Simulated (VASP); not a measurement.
Here is a VASP 6.6.1 calculation.

File INCAR:

```
SYSTEM = Bi
  PREC = Accurate
  ENCUT = 520
  EDIFF = 1E-6
  ISMEAR = -1
  SIGMA = 0.05
  LREAL = .FALSE.
  LASPH = .TRUE.
  NELM = 80
  ALGO = Fast
  ISIF = 2
  LWAVE = .FALSE.
  LCHARG = .FALSE.
  GGA = PS
  NBANDS = 22
```

File KPOINTS:

```
regular mesh
0
G
  6 6 9
  0 0 0
```

The input POSCAR:

```
Bi
1.0
    3.5345058698     -3.1738008589      0.0000000000
    3.5345058698      3.1738008589      0.0000000000
   -1.2768189413      0.0000000000      3.1545224618
Bi
2
Direct
    0.7530610000      0.7530610000      0.8573820000
    0.2469390000      0.2469390000      0.1426180000
```

Potentials or basis: VASP PAW PBE potentials, release 64 (Bi_d).

Command:

```sh
$ cat potpaw_PBE.64/Bi_d/POTCAR > POTCAR
$ mpirun -np 1 vasp_std > vasp.out
```

(1) Estimate the band gap on the k mesh.

(2) Estimate the pressure.

## Answers

(1) zero (band 15 reaches 9.19 eV, above the bottom of band 16 at 4.54 eV).

(2) -4.1 GPa.

Caveat: the PAW data sets were made with another functional, which shifts forces and pressure a little; spin-orbit coupling is left out, which moves the levels of the heavy elements.
